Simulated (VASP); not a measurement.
# AlN (P1) in VASP: single point with PBEsol

Aim: the single point of AlN with PBEsol.

All numbers are computed with VASP 6.6.1; they aren't measurements. Logs are shortened: lines on timing, memory, paths and dates and some standing lists are left out, and cuts for length are marked.

## Step 1: The cell of the first run

The typed cell holds 96 atoms: a = 9.341 Å, b = 10.787 Å, c = 9.967 Å, α = 90.00°, β = 90.00°, γ = 90.00°.

## Step 2: Single point, PBEsol

File INCAR:

```
SYSTEM = AlN
  ALGO = Normal
  EDIFF = 1E-6
  ENCUT = 520
  GGA = PS
  ISIF = 2
  ISMEAR = -1
  ISYM = 0
  LASPH = .TRUE.
  LCHARG = .FALSE.
  LREAL = Auto
  LWAVE = .FALSE.
  NBANDS = 246
  NELM = 80
  PREC = Accurate
  SIGMA = 0.05
```

File KPOINTS:

```
Automatic mesh
0
Gamma
  1 1 1
  0.25 0.25 0.25
```

File POSCAR:

```
AlN
1.0
    9.3414480000      0.0000000000      0.0000000000
    0.0000000000     10.7865750000      0.0000000000
    0.0000000000      0.0000000000      9.9670570000
Al N
48 48
Direct
    0.1750350000      0.0801310000      0.2528130000
    0.1583410000      0.0905520000      0.7544360000
    0.9980490000      0.3245580000      0.2455580000
    0.9963630000      0.3294640000      0.7582430000
    0.4881250000      0.0830390000      0.2561280000
    0.4983040000      0.0892290000      0.7522410000
    0.3342070000      0.3371980000      0.2595710000
    0.3373630000      0.3352730000      0.7532070000
    0.1658620000      0.5844870000      0.2547750000
    0.1730910000      0.5756860000      0.7479710000
    0.0127140000      0.8478430000      0.2437220000
    0.0022740000      0.8298110000      0.7491630000
    0.8305000000      0.0892040000      0.2375450000
    0.8367170000      0.0859420000      0.7511530000
    0.6757410000      0.3337930000      0.2449060000
    0.6630350000      0.3283700000      0.7556370000
    0.5126230000      0.5804710000      0.2499630000
    0.4925270000      0.5922660000      0.7481110000
    0.3209990000      0.8435390000      0.2377170000
    0.3324860000      0.8169670000      0.7519190000
    0.8233130000      0.5931510000      0.2431790000
    0.8276110000      0.5843330000      0.7508960000
    0.6677290000      0.8249360000      0.2475000000
    0.6646530000      0.8317030000      0.7536250000
    0.0115560000      0.1665550000      0.5012290000
    0.0060420000      0.1575050000      0.9901440000
    0.3379790000      0.1633430000      0.5088000000
    0.3326360000      0.1652160000      0.0025890000
    0.1724300000      0.4180180000      0.5010640000
    0.1600110000      0.4240720000      0.9987400000
    0.0079880000      0.6766790000      0.5010700000
    0.9940000000      0.6805980000      0.9913300000
    0.6840370000      0.1692480000      0.5001910000
    0.6751830000      0.1540820000      0.9993150000
    0.4977710000      0.4140210000      0.4920640000
    0.4982580000      0.4134750000      0.9949780000
    0.3284240000      0.6667320000      0.4882390000
    0.3368050000      0.6681240000      0.9896260000
    0.1730280000      0.9232320000      0.4976650000
    0.1653980000      0.9307160000      0.9843010000
    0.8388010000      0.4157990000      0.4990620000
    0.8356180000      0.4219630000      0.9971920000
    0.6697000000      0.6577800000      0.4976510000
    0.6508820000      0.6613500000      0.9931920000
    0.4958360000      0.9175520000      0.4935690000
    0.5073670000      0.9069120000      0.9811740000
    0.8210190000      0.9221790000      0.4961370000
    0.8448240000      0.9164230000      0.9966500000
    0.9840300000      0.1661010000      0.1878850000
    0.0011980000      0.1606250000      0.6896600000
    0.3280230000      0.1624160000      0.1955270000
    0.3295490000      0.1637920000      0.7029000000
    0.1645490000      0.4223100000      0.1847560000
    0.1665480000      0.4102540000      0.6862500000
    0.0049790000      0.6667520000      0.1934720000
    0.9977930000      0.6659760000      0.6914070000
    0.6642860000      0.1756440000      0.1892400000
    0.6658070000      0.1661260000      0.6962420000
    0.5030120000      0.4109950000      0.1885180000
    0.5035730000      0.4074400000      0.6899090000
    0.3531970000      0.6608960000      0.1887740000
    0.3387600000      0.6740960000      0.6870290000
    0.1757530000      0.9262820000      0.1986170000
    0.1649900000      0.9187030000      0.6962560000
    0.8313900000      0.4144010000      0.1871060000
    0.8237190000      0.4108760000      0.6943680000
    0.6657550000      0.6676490000      0.1831480000
    0.6577360000      0.6727250000      0.6881570000
    0.5132580000      0.9162790000      0.1972940000
    0.5028990000      0.9166090000      0.6882540000
    0.8462810000      0.9199470000      0.1812530000
    0.8256180000      0.9115370000      0.6932600000
    0.1729320000      0.0871990000      0.4457870000
    0.1745860000      0.0909830000      0.9408350000
    0.0036310000      0.3301220000      0.4319410000
    0.9826390000      0.3277720000      0.9476740000
    0.4999170000      0.0820910000      0.4458310000
    0.5052520000      0.0704190000      0.9309520000
    0.3174320000      0.3312330000      0.4297620000
    0.3249170000      0.3513540000      0.9402840000
    0.1580100000      0.5832820000      0.4488050000
    0.1719590000      0.5825440000      0.9370970000
    0.0016370000      0.8295880000      0.4616950000
    0.0159870000      0.8429370000      0.9591050000
    0.8268970000      0.0837150000      0.4451220000
    0.8322790000      0.0811810000      0.9544110000
    0.6614160000      0.3351000000      0.4465940000
    0.6649740000      0.3275510000      0.9399550000
    0.4899100000      0.5783700000      0.4380260000
    0.5036460000      0.5852940000      0.9272620000
    0.3367420000      0.8291460000      0.4433940000
    0.3372230000      0.8302660000      0.9427400000
    0.8426300000      0.5865250000      0.4350390000
    0.8353360000      0.5901860000      0.9327130000
    0.6710810000      0.8384270000      0.4447750000
    0.6619560000      0.8373810000      0.9418930000
```

Potentials or basis: VASP PAW PBE potentials, release 64 (Al, N).

Command:

```console
$ cat potpaw_PBE.64/Al/POTCAR potpaw_PBE.64/N/POTCAR > POTCAR
$ mpirun -np 1 vasp_std > vasp.out
```

OUTCAR:

```text
SYSTEM = AlN
   EDIFF = 1E-6
   ENCUT = 520
   GGA = PS
   ISIF = 2
   ISMEAR = -1
   ISYM = 0
   LASPH = .TRUE.
   LREAL = Auto
   NELM = 80
   PREC = Accurate

 ion  position               nearest neighbor table
   1  0.175  0.080  0.253-  63 1.75  51 1.78  73 1.92  49 2.11  19 2.90   5 2.93  11 2.93  39 2.97
                            28 3.04  25 3.05  27 3.10   3 3.11  40 3.13   7 3.15  26 3.17  13 3.22
   2  0.158  0.091  0.754-  50 1.77  52 1.86  74 1.86  64 1.94  26 2.84  40 2.87  25 2.99   4 2.99
                            14 3.01  28 3.07  27 3.07   8 3.12  39 3.13  12 3.17   6 3.18
   3  0.998  0.325  0.246-  49 1.81  75 1.86  65 1.92  53 1.97  13 2.98  15 3.01  25 3.07  30 3.08
                            42 3.09  41 3.09   1 3.11  26 3.12   7 3.15  29 3.19   9 3.21  21 3.33
   4  0.996  0.329  0.758-  76 1.89  66 1.94  50 1.95  54 1.95  26 2.96  42 2.99   2 2.99  30 3.02
                            14 3.02  25 3.11  16 3.11  41 3.12  10 3.13  22 3.17   8 3.19  29 3.19
   5  0.488  0.083  0.256-  51 1.83  77 1.89  69 1.91  57 2.04   1 2.93  45 2.97  27 3.01  19 3.02
                            28 3.05   7 3.10  33 3.18  34 3.19  13 3.20  15 3.22  23 3.25  46 3.34
   6  0.498  0.089  0.752-  78 1.79  52 1.84  58 1.86  70 1.97  27 2.96  16 3.00  46 3.01  34 3.05
                            28 3.05   8 3.05  14 3.16  33 3.17  45 3.17   2 3.18  24 3.18  20 3.32
   7  0.334  0.337  0.260-  79 1.70  59 1.90  53 1.98  51 1.99  35 2.90  29 2.97   5 3.10   9 3.10
                            17 3.11  27 3.11   3 3.15   1 3.15  36 3.16  28 3.16  15 3.19  30 3.21
   8  0.337  0.335  0.753-  60 1.85  80 1.88  54 1.91  52 1.92  36 2.96  10 3.01  16 3.04   6 3.05
                            27 3.06  29 3.08  28 3.09  30 3.11  35 3.12   2 3.12  18 3.13   4 3.19
   9  0.166  0.584  0.255-  55 1.85  53 1.88  81 1.94  61 2.04  37 2.92  31 3.03  29 3.04  30 3.08
                             7 3.10  19 3.15  11 3.18  21 3.20   3 3.21  38 3.22  17 3.24  32 3.25
  10  0.173  0.576  0.748-  82 1.89  54 1.89  62 1.97  56 1.99  18 2.99  30 2.99  29 2.99  20 3.00
                             8 3.01  38 3.02  31 3.10  37 3.13   4 3.13  32 3.16  12 3.17  22 3.23
  11  0.013  0.848  0.244-  63 1.80  71 1.85  55 2.02  83 2.18  19 2.88   1 2.93  48 3.01  39 3.05
                            40 3.09  32 3.10  13 3.11  31 3.16   9 3.18  47 3.19  23 3.23  21 3.27
  12  0.002  0.830  0.749-  56 1.86  64 1.87  72 1.95  84 2.10  32 2.90  31 2.97  40 3.00  48 3.02
                            20 3.09  22 3.11  39 3.14  24 3.15  14 3.17   2 3.17  10 3.17  47 3.20
  13  0.831  0.089  0.238-  49 1.73  57 1.87  71 1.92  85 2.07  34 2.87   3 2.98  15 3.01  48 3.04
                            26 3.05  33 3.08  11 3.11  47 3.15   5 3.20   1 3.22  23 3.23  25 3.23
  14  0.837  0.086  0.751-  50 1.84  58 1.90  72 1.97  86 2.03  26 2.96  34 2.99   2 3.01  33 3.02
                             4 3.02  48 3.06  16 3.08  47 3.10  25 3.10   6 3.16  12 3.17  24 3.18
  15  0.676  0.334  0.245-  65 1.79  57 1.80  59 1.90  87 2.01  13 3.01   3 3.01  42 3.04  17 3.07
                            41 3.09  35 3.10  33 3.10  36 3.11  21 3.12  34 3.12   7 3.19   5 3.22
  16  0.663  0.328  0.756-  88 1.84  60 1.84  58 1.85  66 1.85  36 2.98   6 3.00   8 3.04  42 3.07
                            34 3.07  33 3.08  14 3.08   4 3.11  22 3.16  41 3.18  35 3.18  18 3.26
  17  0.513  0.580  0.250-  61 1.83  67 1.84  89 1.89  59 1.93  21 2.91  43 2.99  44 3.00  23 3.01
                            35 3.01  15 3.07  37 3.08   7 3.11  36 3.12  38 3.21   9 3.24  19 3.36
  18  0.493  0.592  0.748-  90 1.79  62 1.79  68 1.87  60 2.08  20 2.85  38 2.93  44 2.95  10 2.99
                            24 3.04  43 3.08  37 3.12  36 3.13   8 3.13  22 3.13  35 3.20  16 3.26
  19  0.321  0.844  0.238-  63 1.67  69 2.00  61 2.05  91 2.06  11 2.88   1 2.90   5 3.02  39 3.06
                            40 3.06  38 3.12  45 3.13  37 3.14   9 3.15  46 3.17  23 3.25  17 3.36
  20  0.332  0.817  0.752-  62 1.67  92 1.91  64 1.99  70 2.02  18 2.85  38 2.86  46 2.97  10 3.00
                            40 3.05  37 3.09  12 3.09  24 3.11  39 3.16  45 3.18   6 3.32
  21  0.823  0.593  0.243-  67 1.78  93 1.92  55 1.94  65 2.01  23 2.89  17 2.91  43 3.00  44 3.06
                            42 3.07  15 3.12  32 3.12  41 3.19   9 3.20  31 3.22  11 3.27   3 3.33
  22  0.828  0.584  0.751-  94 1.81  56 1.91  68 1.95  66 1.95  42 3.02  43 3.03  32 3.04  44 3.04
                            24 3.07  41 3.10  12 3.11  18 3.13  16 3.16  31 3.17   4 3.17  10 3.23
  23  0.668  0.825  0.248-  67 1.81  69 1.82  95 1.97  71 2.07  21 2.89  17 3.01  47 3.05  43 3.08
                            44 3.09  45 3.10  48 3.16  46 3.17  13 3.23  11 3.23  19 3.25   5 3.25
  24  0.665  0.832  0.754-  72 1.83  68 1.84  96 1.88  70 1.88  46 2.82  44 3.02  18 3.04  22 3.07
                            48 3.09  20 3.11  47 3.11  12 3.15  43 3.17  45 3.17  14 3.18   6 3.18
  25  0.012  0.167  0.501-  73 1.82  50 1.88  75 1.90  85 2.02   2 2.99  39 3.03  27 3.05   1 3.05
[... 373 lines left out ...]
   EMIN   =  10.00;   EMAX   =-10.00  energy-range for DOS
   EFERMI =   0.00;   METHOD = LEGACY
   ISMEAR =    -1;   SIGMA  =   0.05  broadening in eV -4-tet -1-fermi 0-gaus
   EFERMI_NEDOS =   21; number of points for ismear=-14 and -15
   IALGO  =     38    algorithm
   IMIX   =      4    mixing-type and parameters
     AMIX     =   0.40;   BMIX     =  1.00
     AMIX_MAG =   1.60;   BMIX_MAG =  1.00
  volume/ion in A,a.u.               =      10.46        70.60
  Fermi-wavevector in a.u.,A,eV,Ry     =   1.188220  2.245411 19.209626  1.411868
  Thomas-Fermi vector in A             =   2.324355
   LORBIT       =      0    0 simple, 1 ext, 2 COOP (PROOUT), +10 PAW based schemes
   GGA     = PS    functional components
   LHFCALC =     F    Hartree Fock is set to
   AEXX    =    0.0000 exact exchange contribution
   IVDW    =     0    specifies the selected vdW correction
   LEPSILON=     F    determine dielectric tensor
   LRPA    =     F    only Hartree local field effects (RPA)
 non-spin polarized calculation
  energy-cutoff  :      520.00
  volume of cell :     1004.30
 maximum number of plane-waves:     27045
 NGX is ok and might be reduce to    70
   NGX = 35   NGY = 41   NGZ = 37

 number of electron     384.0000007 magnetization

 Free energy of the ion-electron system (eV)
  ---------------------------------------------------
  ext. energy  EPLUGINS =         0.00000000
  ---------------------------------------------------
  free energy    TOTEN  =      -738.07193454 eV

  energy without entropy =     -738.07193454  energy(sigma->0) =     -738.07193454

 E-fermi :   7.4690     XC(G=0): -11.0969

 val. band max:        6.2310558167   @ k =  -0.2500   0.2500  -0.2500
 cond. band min:      10.5733603659   @ k =  -0.2500  -0.2500   0.2500
 fundamental gap:      4.3423045492
 Fermi energy:         7.4689519906

 k-point     1 :       0.2500    0.2500    0.2500
  band No.  band energies     occupation
      1      -9.3678      2.00000
      2      -8.9066      2.00000
      3      -8.8109      2.00000
      4      -8.6209      2.00000
      5      -8.4201      2.00000
      6      -8.3552      2.00000
[... 817 lines left out ...]
    203      11.5581      0.00000
    204      11.6114      0.00000
 [bands above 204 left out]

------------------------ aborting loop because EDIFF is reached ----------------------------------------

  FORCE on cell =-STRESS in cart. coord.  units (eV):
  Direction    XX          YY          ZZ          XY          YZ          ZX
  --------------------------------------------------------------------------------------
  -------------------------------------------------------------------------------------
  Total       34.5008342     30.7589241      4.5973404     -8.1738982      0.4223892     -2.2586695
  in kB       55.0396252     49.0701078      7.3341964    -13.0399251      0.6738429     -3.6032846
  external PRESSURE =      37.1479765 kB  Pullay stress =       0.0000000 kB

 VOLUME and BASIS-vectors are now :
 -----------------------------------------------------------------------------
  energy-cutoff  :      520.00
  volume of cell :     1004.30
      direct lattice vectors                 reciprocal lattice vectors
     9.341448000  0.000000000  0.000000000     0.107049785  0.000000000  0.000000000
     0.000000000 10.786575000  0.000000000     0.000000000  0.092707834  0.000000000
     0.000000000  0.000000000  9.967057000     0.000000000  0.000000000  0.100330519

 POSITION                                       TOTAL-FORCE (eV/Angst)
 -----------------------------------------------------------------------------------
      1.63508      0.86434      2.51980        -2.481727      2.642297      1.030213
      1.47913      0.97675      7.51951         2.425913     -2.126663     -0.982506
      9.32322      3.50087      2.44749         0.415615      2.216600     -0.441159
      9.30747      3.55379      7.55745        -0.395681      0.770409     -1.067506
      4.55979      0.89571      2.55284         2.795052     -0.287113     -0.458690
      4.65488      0.96248      7.49763         0.490569     -2.174568     -1.413615
[... 88 lines left out ...]
      6.26887      9.04376      4.43310        -1.895403     -2.597730     -1.905694
      6.18363      9.03247      9.38790         4.408194     -3.026155     -0.620921
 -----------------------------------------------------------------------------------
    total drift:                               -0.008795     -0.007589      0.028674

  FREE ENERGIE OF THE ION-ELECTRON SYSTEM (eV)
  ---------------------------------------------------
  free  energy   TOTEN  =      -738.0719345384 eV

  energy  without entropy=     -738.0719345383  energy(sigma->0) =     -738.07193454
```

Wall time 78 min (1 thread of Intel Xeon 8259CL, shared host); peak memory 1.2 GiB.

Results:

```
Free energy            : -738.0719 eV
Pressure               : 3.7 GPa
Largest force          : 7.725 eV/Å
Band gap on the k mesh : 4.34 eV (least direct gap 4.35 eV)
```

Forces on the atoms (eV/Å):
```
Al  -2.482  2.642  1.030
Al   2.426 -2.127 -0.983
Al   0.416  2.217 -0.441
Al  -0.396  0.770 -1.068
Al   2.795 -0.287 -0.459
Al   0.491 -2.175 -1.414
Al  -0.480 -0.046 -4.597
Al  -0.511 -0.383 -0.245
Al   0.712 -0.259 -0.906
Al  -1.016  1.008 -0.414
Al  -2.001 -2.663  1.371
Al  -0.608  1.004 -0.908
Al  -1.989 -1.832  1.697
Al  -1.758 -1.667  0.049
Al  -1.733  0.213  0.930
Al   0.198  0.246 -0.597
Al  -1.713 -0.865 -0.127
Al   1.832 -2.285 -1.773
Al   6.375 -4.012  1.713
Al   0.255  6.546  0.082
Al   3.422 -2.050  0.786
Al  -0.058 -0.268 -1.728
Al   0.850  2.460  0.812
Al  -0.473  0.984 -1.130
Al  -1.945  0.273 -0.758
Al  -1.979  2.207  2.657
Al   0.057  0.970 -0.022
Al   2.359  1.424  0.072
Al  -2.147 -0.242 -0.519
Al  -0.456 -0.748  0.803
Al  -1.845 -2.995  0.805
Al   1.691 -2.681  1.775
Al  -4.013  1.019  1.212
Al  -3.368  2.512  0.769
Al  -0.677 -0.313  1.325
Al   0.543  0.333  0.671
Al   0.418 -0.069  0.978
Al  -0.320 -1.349  2.311
Al  -0.647 -1.731  1.556
Al   3.790 -1.342  1.604
Al  -0.424  0.278 -0.104
Al  -2.051 -0.242  0.577
Al  -0.363  1.609  0.425
Al   3.335  2.006  0.466
Al   1.279 -0.741  1.332
Al  -2.871  2.637  3.045
Al   2.685 -0.842  1.672
Al  -2.191 -0.270  0.381
N    4.346 -0.344 -0.911
N   -0.850  1.702  0.525
N    0.698  1.612 -1.296
N   -0.133  1.288 -1.136
N    0.017 -1.177  1.210
N   -0.192  0.108  1.054
N   -0.743  1.621 -1.054
N    0.642 -0.757  0.876
N   -0.637 -2.381 -0.017
N    0.923 -0.206 -0.724
N    0.029  0.844  0.189
N   -1.308  1.896 -0.627
N   -2.852  1.491 -0.389
N   -1.875 -4.534 -1.630
N   -2.623  0.472 -2.809
N    0.533  0.021  0.518
N    0.969  1.864 -0.050
N    1.832  0.910 -0.440
N   -0.280 -0.374 -0.475
N    1.032 -1.685 -0.042
N   -2.395  0.563 -1.261
N   -1.164 -0.085  0.504
N   -1.279 -0.417  1.599
N    1.706  1.216  0.742
N    0.019 -0.656 -0.767
N   -1.123 -0.190 -0.451
N   -0.206  0.104  1.581
N    3.150 -0.226 -1.386
N    0.231  1.181 -0.226
N   -0.758  2.171  2.457
N    2.456 -0.636  3.977
N    0.633 -2.925 -0.082
N    1.813 -0.262 -0.980
N   -1.220  1.472 -0.586
N    0.206  4.854 -3.103
N   -2.577 -1.119 -2.966
N    3.538 -0.240 -1.748
N    2.790 -0.979 -3.041
N    1.736 -0.289 -1.470
N    0.051  0.412  0.705
N    1.685  0.335  0.128
N   -1.951 -1.411  1.216
N   -1.443  1.299 -1.550
N   -1.306  0.815 -0.424
N   -1.187 -0.502  0.503
N   -0.857 -0.106  1.666
N   -1.895 -2.598 -1.906
N    4.408 -3.026 -0.621
```

Stress tensor (GPa, compression positive):
```
 5.50 -1.30 -0.36
-1.30  4.91  0.07
-0.36  0.07  0.73
```

Caveat: the cell stands under pressure; the PAW data sets were made with another functional, which shifts forces and pressure a little; a shifted mesh leaves out Γ, where band edges can lie. A k mesh can miss the band edges.
